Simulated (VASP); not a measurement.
Here is a VASP 6.6.1 calculation.

The input INCAR:

```
SYSTEM = ZrCu
PREC = Accurate ; ENCUT = 600
EDIFF = 1E-7 ; ISMEAR = -1
SIGMA = 0.2 ; LREAL = .False.
LASPH = .True. ; NELM = 120
ALGO = Normal ; ISIF = 3
LWAVE = .False. ; LCHARG = .False.
GGA = PS ; IBRION = 2
NSW = 80 ; EDIFFG = -0.001
PSTRESS = 20.0 ; GGA_COMPAT = .False.
NELMIN = 4
```

Contents of KPOINTS:

```
Automatic mesh
0
Gamma
  6 6 6
  0.5 0.5 0.5
```

File POSCAR:

```
ZrCu
1.0
    3.2526640000      0.0000000000      0.0000000000
    0.0000000000      3.2526640000      0.0000000000
    0.0000000000      0.0000000000      3.2526640000
Zr Cu
1 1
Direct
    0.5000000000      0.5000000000      0.5000000000
    0.0000000000      0.0000000000      0.0000000000
```

Potentials or basis: VASP PAW PBE potentials, release 64 (Zr_sv, Cu).

Run with:

```sh
$ cat potpaw_PBE.64/Zr_sv/POTCAR potpaw_PBE.64/Cu/POTCAR > POTCAR
$ mpirun -np 1 vasp_std > vasp.out
```

Task: What does it give for the relaxed cell?

Result: a = 3.215 Å, b = 3.215 Å, c = 3.215 Å, α = 90.00°, β = 90.00°, γ = 90.00°.

Task: Estimate the relaxed volume.

Result: 16.61 Å³/atom.

The path:
| step | energy change (eV) | largest force (eV/Å) | pressure (GPa) | volume (Å³) |
| --- | --- | --- | --- | --- |
| 1 | 0.0000 | 0.0000 | -2.44 | 34.41 |
| 2 | 0.0296 | 0.0000 | 7.08 | 32.09 |
| 3 | -0.0022 | 0.0000 | 1.97 | 33.24 |
| 4 | -0.0019 | 0.0000 | 2.07 | 33.21 |
| 5 | -0.0023 | 0.0000 | 1.94 | 33.24 |
| 6 | -0.0021 | 0.0000 | 2.01 | 33.23 |

Caveat: the cell is relaxed towards a set pressure, so the enthalpy falls and the energy may rise; the PAW data sets were made with another functional, which shifts forces and pressure a little.
